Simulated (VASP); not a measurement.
# AlN (Cm) in VASP: further runs

AlN is run at these levels: PBE; tasks: single point.

Program: VASP 6.6.1. These are calculated values, not measurements. Logs are shortened: lines on timing, memory, paths and dates and some standing lists are left out, and cuts for length are marked.

### Step 1. The cell of the first run

Symmetry: Cm, No. 8, monoclinic system. Conventional cell: a = 5.350 Å, b = 3.089 Å, c = 15.138 Å, α = 90.00°, β = 91.69°, γ = 90.00°. Al (site symmetry m) has 4 N at 1.89 to 1.94 Å within 2.5 Å. Al (site symmetry m) has 4 N at 1.89 Å within 2.5 Å. Within 2.5 Å of Al (site symmetry m) lie 4 N at 1.89 Å. Within 2.5 Å of Al (site symmetry m) lie 4 N at 1.89 Å. Al (site symmetry m) has 4 N at 1.89 Å within 2.5 Å. Within 2.5 Å of Al (site symmetry m) lie 4 N at 1.89 Å. N (site symmetry m) has 4 Al at 1.89 Å within 2.5 Å. Within 2.5 Å of N (site symmetry m) lie 4 Al at 1.89 Å.

### Step 2. Single point, PBE

Contents of INCAR:

```
ALGO = Normal ; EDIFF = 1E-6
ENCUT = 520 ; GGA = PE
ISIF = 2 ; ISMEAR = 0
LASPH = True ; LCHARG = False
LREAL = False ; LWAVE = False
NBANDS = 36 ; NELM = 60
PREC = Accurate ; SIGMA = 0.05
```

Contents of KPOINTS:

```
k-points
0
Gamma
  8 8 2
```

Contents of POSCAR:

```
AlN
1.0
    2.1839935596     -2.1839935596      0.0000000000
    2.1839935596      0.0000000000     -2.1839935596
    9.0998275654      8.5540475749      8.5540475749
Al N
6 6
Direct
    0.6614631933      0.6614631933      0.0624666667
   -0.0746201400     -0.0746201400      0.8958000000
    0.3142465267      0.3142465267      0.2291333333
    0.6198131933      0.6198131933      0.5624666667
   -0.0329701400     -0.0329701400      0.3958000000
    0.2725965267      0.2725965267      0.7291333333
    0.6302256933      0.6302256933      0.4374666667
    0.9774423600      0.9774423600      0.2708000000
    0.2830090267      0.2830090267      0.6041333333
    0.5885756933      0.5885756933      0.9374666667
   -0.0642076400     -0.0642076400      0.7708000000
    0.3246590267      0.3246590267      0.1041333333
```

Potentials or basis: VASP PAW PBE potentials, release 64 (Al, N).

Command:

```bash
cat potpaw_PBE.64/Al/POTCAR potpaw_PBE.64/N/POTCAR > POTCAR
mpirun -np 1 vasp_std > vasp.out
```

OUTCAR:

```text
EDIFF = 1E-6
   ENCUT = 520
   GGA = PE
   ISIF = 2
   ISMEAR = 0
   LASPH = True
   LREAL = False
   NELM = 60
   PREC = Accurate

 ion  position               nearest neighbor table
   1  0.661  0.661  0.062-  12 1.89  12 1.89  12 1.89  10 1.94   2 2.85   3 3.09   3 3.09   3 3.09
                             2 3.25   2 3.25
   2  0.925  0.925  0.896-  11 1.89  10 1.89  10 1.89  10 1.89   1 2.85   6 3.09   6 3.09   6 3.09
                             1 3.25   1 3.25
   3  0.314  0.314  0.229-  12 1.89   8 1.89   8 1.89   8 1.89   1 3.09   1 3.09   1 3.09   5 3.09
                             5 3.09   5 3.09
   4  0.620  0.620  0.562-   9 1.89   9 1.89   9 1.89   7 1.89   6 3.09   6 3.09   6 3.09   5 3.09
                             5 3.09   5 3.09
   5  0.967  0.967  0.396-   8 1.89   7 1.89   7 1.89   7 1.89   4 3.09   4 3.09   3 3.09   3 3.09
                             4 3.09   3 3.09
   6  0.273  0.273  0.729-   9 1.89  11 1.89  11 1.89  11 1.89   4 3.09   4 3.09   4 3.09   2 3.09
                             2 3.09   2 3.09
   7  0.630  0.630  0.437-   4 1.89   5 1.89   5 1.89   5 1.89
   8  0.977  0.977  0.271-   5 1.89   3 1.89   3 1.89   3 1.89
   9  0.283  0.283  0.604-   4 1.89   4 1.89   4 1.89   6 1.89
  10  0.589  0.589  0.937-   2 1.89   2 1.89   2 1.89   1 1.94
  11  0.936  0.936  0.771-   2 1.89   6 1.89   6 1.89   6 1.89
  12  0.325  0.325  0.104-   1 1.89   1 1.89   1 1.89   3 1.89

  LATTYP: Found a base centered monoclinic cell.
 ALAT       =     5.3496698225
 B/A-ratio  =     0.5773502692
 C/A-ratio  =     2.8296534929
 COS(beta)  =    -0.0294382334

  Lattice vectors:

 A1 = (  -2.1839935596,   2.1839935596,  -0.0000000000)
 A2 = (  -2.1839935596,   0.0000000000,   2.1839935596)
 A3 = (   9.0998275654,   8.5540475749,   8.5540475749)

Analysis of symmetry for initial positions (statically):
=====================================================================
 Subroutine PRICEL returns:
 Original cell was already a primitive cell.

 Routine SETGRP: Setting up the symmetry group for a
 base centered monoclinic supercell.

 Subroutine GETGRP returns: Found  2 space group operations
 (whereof  2 operations were pure point group operations)
 out of a pool of  4 trial point group operations.

The static configuration has the point symmetry C_1h.

Analysis of symmetry for dynamics (positions and initial velocities):
=====================================================================
 Subroutine PRICEL returns:
 Original cell was already a primitive cell.

 Routine SETGRP: Setting up the symmetry group for a
 base centered monoclinic supercell.

 Subroutine GETGRP returns: Found  2 space group operations
 (whereof  2 operations were pure point group operations)
 out of a pool of  4 trial point group operations.

The dynamic configuration has the point symmetry C_1h.

 Subroutine INISYM returns: Found  2 space group operations
 (whereof  2 operations are pure point group operations),
 and found     1 'primitive' translations

----------------------------------------------------------------------------------------

                                     Primitive cell

  volume of cell :     125.0073

  direct lattice vectors                    reciprocal lattice vectors
     2.183993560 -2.183993560  0.000000000     0.149447175 -0.308429634  0.149447175
     2.183993560  0.000000000 -2.183993560     0.149447175  0.149447175 -0.308429634
     9.099827565  8.554047575  8.554047575     0.038156401  0.038156401  0.038156401

  length of vectors
     3.088633312  3.088633312 15.137711899     0.373895380  0.373895380  0.066088825

  position of ions in fractional coordinates (direct lattice)
     0.661463193  0.661463193  0.062466667
     0.925379860  0.925379860  0.895800000
     0.314246527  0.314246527  0.229133333
     0.619813193  0.619813193  0.562466667
     0.967029860  0.967029860  0.395800000
     0.272596527  0.272596527  0.729133333
     0.630225693  0.630225693  0.437466667
     0.977442360  0.977442360  0.270800000
     0.283009027  0.283009027  0.604133333
     0.588575693  0.588575693  0.937466667
     0.935792360  0.935792360  0.770800000
     0.324659027  0.324659027  0.104133333

  ion indices of the primitive-cell ions
   primitive index   ion index
                 1           1
                 2           2
                 3           3
                 4           4
                 5           5
                 6           6
                 7           7
                 8           8
                 9           9
                10          10
                11          11
                12          12

----------------------------------------------------------------------------------------

 KPOINTS: k-points

Automatic generation of k-mesh.
 Grid dimensions read from file:
 generate k-points for:    8    8    2

 Generating k-lattice:

  Cartesian coordinates                     Fractional coordinates (reciprocal lattice)
     0.018680897 -0.038553704  0.018680897     0.125000000  0.000000000 -0.000000000
     0.018680897  0.018680897 -0.038553704     0.000000000  0.125000000 -0.000000000
     0.019078200  0.019078200  0.019078200     0.000000000  0.000000000  0.500000000

  Length of vectors
     0.046736922  0.046736922  0.033044412

  Shift w.r.t. Gamma in fractional coordinates (k-lattice)
     0.000000000  0.000000000  0.000000000

 Subroutine IBZKPT returns following result:
 ===========================================

 Found     42 irreducible k-points:

 Following reciprocal coordinates:
            Coordinates               Weight
  0.000000  0.000000  0.000000      1.000000
  0.125000  0.000000  0.000000      4.000000
  0.250000  0.000000  0.000000      4.000000
  0.375000  0.000000  0.000000      4.000000
  0.500000  0.000000  0.000000      2.000000
  0.125000  0.125000  0.000000      2.000000
[... 16 lines left out ...]
  0.125000  0.000000  0.500000      4.000000
  0.250000  0.000000  0.500000      4.000000
 [... further k-points ...]
   k-points           NKPTS =     42   k-points in BZ     NKDIM =     42   number of bands    NBANDS=     36
   number of dos      NEDOS =    301   number of ions     NIONS =     12
   total plane-waves  NPLWV =  69120
   dimension x,y,z NGX =    24 NGY =   24 NGZ =  120
   dimension x,y,z NGXF=    48 NGYF=   48 NGZF=  240
   ions per type =               6   6
   NGX,Y,Z   is equivalent  to a cutoff of  12.92, 12.92, 13.18 a.u.
   NGXF,Y,Z  is equivalent  to a cutoff of  25.84, 25.84, 26.36 a.u.
 SYSTEM =  unknown system
   PREC   = accura    normal or accurate (medium, high low for compatibility)
   ISTART =      0    job   : 0-new  1-cont  2-samecut
   ICHARG =      2    charge: 1-file 2-atom 10-const
   ISPIN  =      1    spin polarized calculation?
   LNONCOLLINEAR =      F non collinear calculations
   LSORBIT =      F    spin-orbit coupling
   LASPH  =      T    aspherical Exc in radial PAW
   ENCUT  =  520.0 eV  38.22 Ry    6.18 a.u.   5.74  5.74 28.15*2*pi/ulx,y,z
   NELM   =     60;   NELMIN=  2; NELMDL= -5     # of ELM steps
   EDIFF  = 0.1E-05   stopping-criterion for ELM
   LREAL  =      F    real-space projection
   EDIFFG = 0.1E-04   stopping-criterion for IOM
   NSW    =      0    number of steps for IOM
   IBRION =     -1    ionic relax: 0-MD 1-quasi-New 2-CG
   NFREE  =      0    steps in history (QN), initial steepest desc. (CG)
   ISIF   =      2    stress and relaxation
   ISYM   =      2    0-nonsym 1-usesym 2-fastsym
   POTIM  = 0.5000    time-step for ionic-motion
   TEBEG  =    0.0;   TEEND  =   0.0 temperature during run
   PSTRESS=    0.0 pullay stress
   NELECT =      48.0000    total number of electrons
   NUPDOWN=      -1.0000    fix difference up-down
   EMIN   =  10.00;   EMAX   =-10.00  energy-range for DOS
   EFERMI =   0.00;   METHOD = LEGACY
   ISMEAR =     0;   SIGMA  =   0.05  broadening in eV -4-tet -1-fermi 0-gaus
   EFERMI_NEDOS =   21; number of points for ismear=-14 and -15
   IALGO  =     38    algorithm
   IMIX   =      4    mixing-type and parameters
     AMIX     =   0.40;   BMIX     =  1.00
     AMIX_MAG =   1.60;   BMIX_MAG =  1.00
  volume/ion in A,a.u.               =      10.42        70.30
  Fermi-wavevector in a.u.,A,eV,Ry     =   1.189899  2.248583 19.263943  1.415860
  Thomas-Fermi vector in A             =   2.325996
   LORBIT       =      0    0 simple, 1 ext, 2 COOP (PROOUT), +10 PAW based schemes
   GGA     = PE    functional components
   LHFCALC =     F    Hartree Fock is set to
   AEXX    =    0.0000 exact exchange contribution
   IVDW    =     0    specifies the selected vdW correction
   LEPSILON=     F    determine dielectric tensor
   LRPA    =     F    only Hartree local field effects (RPA)
 non-spin polarized calculation
 Gauss-broadening in eV      SIGMA  =   0.05
  energy-cutoff  :      520.00
  volume of cell :      125.01
 maximum number of plane-waves:      3390
   NGX = 11   NGY = 11   NGZ = 57

 number of electron      48.0000006 magnetization

 Free energy of the ion-electron system (eV)
  ---------------------------------------------------
  ext. energy  EPLUGINS =         0.00000000
  ---------------------------------------------------
  free energy    TOTEN  =       -88.80658309 eV

  energy without entropy =      -88.80658309  energy(sigma->0) =      -88.80658309

 E-fermi :   6.4766     XC(G=0): -10.9383

 val. band max:        6.1894416741   @ k =   0.0000   0.0000   0.0000
 cond. band min:       9.2577495847   @ k =   0.5000   0.0000   0.0000
 fundamental gap:      3.0683079106
 Fermi energy:         6.4766007003

 k-point     1 :       0.0000    0.0000    0.0000
  band No.  band energies     occupation
      1      -9.0040      2.00000
      2      -8.6126      2.00000
      3      -8.5949      2.00000
      4      -7.6243      2.00000
      5      -7.6048      2.00000
      6      -6.9458      2.00000
[... 28 lines left out ...]
     35      17.1947      0.00000
     36      17.4523      0.00000
[... 866 lines left out ...]
      6      -6.6556      2.00000
[... 28 lines left out ...]
     35      16.5739      0.00000
     36      16.8678      0.00000

 [... further k-points ...]

------------------------ aborting loop because EDIFF is reached ----------------------------------------

  FORCE on cell =-STRESS in cart. coord.  units (eV):
  Direction    XX          YY          ZZ          XY          YZ          ZX
  --------------------------------------------------------------------------------------
  -------------------------------------------------------------------------------------
  Total        1.2483526      4.4531140      4.4531140     -0.5734950      1.7351819     -0.5734950
  in kB       15.9997260     57.0741023     57.0741023     -7.3502979     22.2392571     -7.3502980
  external PRESSURE =      43.3826435 kB  Pullay stress =       0.0000000 kB

 VOLUME and BASIS-vectors are now :
 -----------------------------------------------------------------------------
  energy-cutoff  :      520.00
  volume of cell :      125.01
      direct lattice vectors                 reciprocal lattice vectors
     2.183993560 -2.183993560  0.000000000     0.149447175 -0.308429634  0.149447175
     2.183993560  0.000000000 -2.183993560     0.149447175  0.149447175 -0.308429634
     9.099827565  8.554047575  8.554047575     0.038156401  0.038156401  0.038156401

 POSITION                                       TOTAL-FORCE (eV/Angst)
 -----------------------------------------------------------------------------------
      3.45770     -0.91029     -0.91029        -0.778746      0.213656      0.213656
     12.19367      5.64169      5.64169         0.016806     -0.201572     -0.201572
      3.45770      1.27371      1.27371        -0.007332      0.035888      0.035888
      7.82569      3.45770      3.45770         0.008385      0.008963      0.008963
      7.82569      1.27371      1.27371         0.006675      0.009983      0.009983
      7.82569      5.64169      5.64169         0.004128      0.012635      0.012635
      6.73369      2.36570      2.36570        -0.009154     -0.008344     -0.008344
      6.73369      0.18171      0.18171        -0.019321     -0.001885     -0.001885
      6.73369      4.54970      4.54970        -0.005885     -0.010265     -0.010265
     11.10168      6.73369      6.73369         0.891471     -0.191956     -0.191956
     11.10168      4.54970      4.54970         0.020973     -0.028770     -0.028770
      2.36570      0.18171      0.18171        -0.128000      0.161667      0.161667
 -----------------------------------------------------------------------------------
    total drift:                                0.000439     -0.000506     -0.000506

  FREE ENERGIE OF THE ION-ELECTRON SYSTEM (eV)
  ---------------------------------------------------
  free  energy   TOTEN  =       -88.8065830919 eV

  energy  without entropy=      -88.8065830919  energy(sigma->0) =      -88.80658309
```

It took 4.3 min on 1 thread of Intel Xeon 8259CL, shared host; peak memory 0.32 GiB.

Results:

```
Free energy            : -88.8066 eV
Pressure               : 4.3 GPa
Largest force          : 0.932 eV/Å
Band gap on the k mesh : 3.07 eV (least direct gap 3.51 eV)
```

Forces on the atoms (eV/Å):
```
Al  -0.779  0.214  0.214
Al   0.017 -0.202 -0.202
Al  -0.007  0.036  0.036
Al   0.008  0.009  0.009
Al   0.007  0.010  0.010
Al   0.004  0.013  0.013
N   -0.009 -0.008 -0.008
N   -0.019 -0.002 -0.002
N   -0.006 -0.010 -0.010
N    0.891 -0.192 -0.192
N    0.021 -0.029 -0.029
N   -0.128  0.162  0.162
```

Levels at points of the mesh, in eV from the valence-band top:
```tsv
k point	band 22	band 23	band 24	band 25	band 26	band 27
(0.00, 0.00, 0.00)	-0.24	-0.23	0.00	3.93	5.30	5.41
(0.50, 0.00, 0.00)	-1.05	-0.75	-0.44	3.07	4.44	4.45
(0.50, 0.50, 0.00)	-1.06	-0.80	-0.69	3.17	4.44	4.52
(0.00, 0.00, 0.50)	-0.24	-0.23	-0.12	4.36	4.48	6.15
(0.50, 0.00, 0.50)	-1.00	-0.79	-0.57	3.45	3.51	5.62
(0.50, 0.50, 0.50)	-1.00	-0.82	-0.78	3.53	3.60	5.57
```

Caveat: the cell stands under pressure. A k mesh can miss the band edges.

### Step 3. Single point, PBE

Contents of INCAR:

```
ALGO     = Normal         # electronic algorithm
EDIFF    = 1E-7           # SCF threshold, eV
ENCUT    = 520            # plane-wave cutoff, eV
GGA      = PE             # functional
ISIF     = 2              # what is computed and relaxed
ISMEAR   = 0              # smearing method
LASPH    = T              # aspherical terms in the spheres
LCHARG   = T              # write CHGCAR
LELF     = T              # ELF
LREAL    = F              # projectors in reciprocal space
LVHAR    = T            
LWAVE    = F              # write WAVECAR
NBANDS   = 36             # bands
NELM     = 60             # most SCF steps
PREC     = Accurate       # precision mode
SIGMA    = 0.05           # smearing width, eV
```

KPOINTS is that of step 2.

Contents of POSCAR:

```
AlN
1.0
    2.1839935596     -2.1839935596      0.0000000000
    2.1839935596      0.0000000000     -2.1839935596
    9.8279710182      8.1899758485      8.1899758485
Al N
6 6
Direct
    0.6510500000      0.6510500000      0.0624666667
   -0.2239500000     -0.2239500000      0.8958000000
    0.2760500000      0.2760500000      0.2291333333
    0.5260500000      0.5260500000      0.5624666667
   -0.0989500000     -0.0989500000      0.3958000000
    0.1510500000      0.1510500000      0.7291333333
    0.5573000000      0.5573000000      0.4374666667
    0.9323000000      0.9323000000      0.2708000000
    0.1823000000      0.1823000000      0.6041333333
    0.4323000000      0.4323000000      0.9374666667
   -0.1927000000     -0.1927000000      0.7708000000
    0.3073000000      0.3073000000      0.1041333333
```

Potentials or basis: VASP PAW PBE potentials, release 64 (Al, N).

Command:

```bash
cat potpaw_PBE.64/Al/POTCAR potpaw_PBE.64/N/POTCAR > POTCAR
mpirun -np 1 vasp_std > vasp.out
```

It took 5.1 min on 1 thread of Intel Xeon 8259CL, shared host; peak memory 0.32 GiB.

It converged, with:

```yaml
Free_energy: -87.2387 eV
Pressure: 4.5 GPa
Largest_force: 1.574 eV/Å
Band_gap_on_the_k_mesh: 2.59 eV (least direct gap 2.68 eV)
```

Forces in eV/Å, atoms in the order of the input:
```
Al  -0.590  0.596  0.596
Al  -0.670 -1.007 -1.007
Al   0.085  0.174  0.174
Al   0.033  0.033  0.033
Al   0.029  0.033  0.033
Al   0.034  0.046  0.046
N   -0.033 -0.031 -0.031
N   -0.035 -0.016 -0.016
N   -0.029 -0.035 -0.035
N    1.047 -0.527 -0.527
N   -0.024 -0.077 -0.077
N    0.153  0.810  0.810
```

Stress tensor (GPa, compression positive):
```
-0.74  2.60  2.60
 2.60  7.05  5.42
 2.60  5.42  7.05
```

Levels at points of the mesh, in eV from the valence-band top:
```
           k point  band 22  band 23  band 24  band 25  band 26  band 27
(0.00, 0.00, 0.00)    -0.44    -0.40    -0.08     3.14     4.59     5.13
(0.50, 0.00, 0.00)    -1.18    -1.00    -0.09     2.59     3.71     4.13
(0.50, 0.50, 0.00)    -1.18    -0.93    -0.42     2.93     3.39     4.26
(0.00, 0.00, 0.50)    -0.46    -0.39    -0.37     3.33     4.24     5.56
(0.50, 0.00, 0.50)    -1.22    -0.96    -0.15     2.81     3.21     4.48
(0.50, 0.50, 0.50)    -1.11    -0.99    -0.40     2.93     3.42     4.29
```

Caveat: the cell stands under pressure; forces of over 1 eV/Å act on the atoms, so gaps and moduli don't describe the material at rest. A k mesh can miss the band edges.

### Step 4. Single point, PBE

Contents of INCAR:

```
PREC = Accurate
ENCUT = 520
EDIFF = 1E-6
ISMEAR = 0
SIGMA = 0.05
LREAL = F
LASPH = T
NELM = 60
ALGO = Normal
ISIF = 2
LWAVE = F
LCHARG = T
GGA = PE
LELF = T
LVHAR = T
NBANDS = 36
```

Contents of KPOINTS:

```
regular mesh
0
Gamma
  8 8 2
```

Contents of POSCAR:

```
AlN
1.0
    2.1839935596     -2.1839935596      0.0000000000
    2.1839935596      0.0000000000     -2.1839935596
   10.5561144710      7.8259041221      7.8259041221
Al N
6 6
Direct
    0.6406368067      0.6406368067      0.0624666667
   -0.3732798600     -0.3732798600      0.8958000000
    0.2378534733      0.2378534733      0.2291333333
    0.4322868067      0.4322868067      0.5624666667
   -0.1649298600     -0.1649298600      0.3958000000
    0.0295034733      0.0295034733      0.7291333333
    0.4843743067      0.4843743067      0.4374666667
    0.8871576400      0.8871576400      0.2708000000
    0.0815909733      0.0815909733      0.6041333333
    0.2760243067      0.2760243067      0.9374666667
   -0.3211923600     -0.3211923600      0.7708000000
    0.2899409733      0.2899409733      0.1041333333
```

Command:

```bash
cat potpaw_PBE.64/Al/POTCAR potpaw_PBE.64/N/POTCAR > POTCAR
mpirun -np 1 vasp_std > vasp.out
```

Wall time 5 min (1 thread of Intel Xeon 8259CL, shared host); peak memory 0.32 GiB.

The run converged. Its results:

- Free energy: -87.1826 eV
- Pressure: 4.3 GPa
- Largest force: 1.556 eV/Å
- Band gap on the k mesh: 2.67 eV (least direct gap 2.81 eV)

Forces in eV/Å, atoms in the order of the input:
```
Al   0.628 -0.038 -0.038
Al  -1.144 -0.745 -0.745
Al   0.211  0.113  0.113
Al   0.033  0.033  0.033
Al   0.033  0.030  0.030
Al   0.049  0.039  0.039
N   -0.030 -0.032 -0.032
N   -0.018 -0.025 -0.025
N   -0.035 -0.031 -0.031
N   -0.751  0.368  0.368
N   -0.064 -0.057 -0.057
N    1.087  0.345  0.345
```

Stress tensor (GPa, compression positive):
```
9.49 3.87 3.87
3.87 1.72 2.98
3.87 2.98 1.72
```

Levels at points of the mesh, in eV from the valence-band top:
```tsv
k point	band 21	band 22	band 23	band 24	band 25	band 26	band 27	band 28
(0.00, 0.00, 0.00)	-0.45	-0.38	-0.36	-0.04	3.19	4.65	5.19	6.39
(0.50, 0.00, 0.00)	-1.39	-1.10	-0.94	-0.13	2.83	3.64	4.21	5.40
(0.50, 0.50, 0.00)	-1.26	-1.18	-0.89	-0.22	2.91	3.28	4.39	5.47
(0.00, 0.00, 0.50)	-0.52	-0.42	-0.37	-0.31	3.38	4.30	5.62	5.98
(0.50, 0.00, 0.50)	-1.25	-1.13	-0.90	-0.16	3.00	3.28	4.46	5.34
(0.50, 0.50, 0.50)	-1.50	-1.08	-0.94	-0.13	2.67	3.72	4.25	5.16
```

Caveat: the cell stands under pressure; forces of over 1 eV/Å act on the atoms, so gaps and moduli don't describe the material at rest. A k mesh can miss the band edges.

[end of part 1 of 2]
